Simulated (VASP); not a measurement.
Wanted: the native input for a VASP 6.6.1 run.

| Property | Result |
| --- | --- |
| Task | single point |
| Functional | PBEsol |
| Potentials or basis | VASP PAW PBE potentials, release 64 (Ta_pv) |
| Cutoff | 520 eV |
| k mesh | 20 × 20 × 20 |
| Occupations | gaussian, width 0.15 eV |
| Spin | no spin polarisation |
| Dipole correction | no |
| Further INCAR settings | ALGO = Normal; EDIFF = 1e-07; NBANDS = 12 |

The structure of Ta lies in POSCAR:

```
Ta
1.0
   -1.6512800000      1.6512800000      1.7132030000
    1.6512800000     -1.6512800000      1.7132030000
    1.6512800000      1.6512800000     -1.7132030000
Ta
1
Direct
    0.0000000000      0.0000000000      0.0000000000
```

This cell differs from its parent crystal: strain +0.0375 x Voigt [0, 0, 1, 0, 0, 0].

One way to write it, as run:

INCAR

```
SYSTEM = Ta
PREC = Accurate ; ENCUT = 520
EDIFF = 1E-7 ; ISMEAR = 0
SIGMA = 0.15 ; LREAL = .FALSE.
LASPH = .TRUE. ; NELM = 80
ALGO = Normal ; ISIF = 2
LWAVE = .FALSE. ; LCHARG = .FALSE.
GGA = PS ; NBANDS = 12
```

KPOINTS

```
regular mesh
0
G
  20 20 20
  0 0 0
```

Potentials or basis: VASP PAW PBE potentials, release 64 (Ta_pv).

The run is started by

```sh
$ cat potpaw_PBE.64/Ta_pv/POTCAR > POTCAR
$ mpirun -np 1 vasp_std > vasp.out
```

Results of the run:

The pressure is -10.2 GPa. The band gap on the k mesh is zero (an odd number of electrons rules out a gap without spin polarisation).

Caveat: the cell differs from its parent crystal (strain +0.0375 x Voigt [0, 0, 1, 0, 0, 0]); the cell stands under tension; the PAW data sets were made with another functional, which shifts forces and pressure a little; spin-orbit coupling is left out, which moves the levels of the heavy elements.

Run time: 32 s on 1 thread of Intel(R) Xeon(R) 6975P-C (Granite Rapids), on a shared host, peak memory 0.25 GiB.
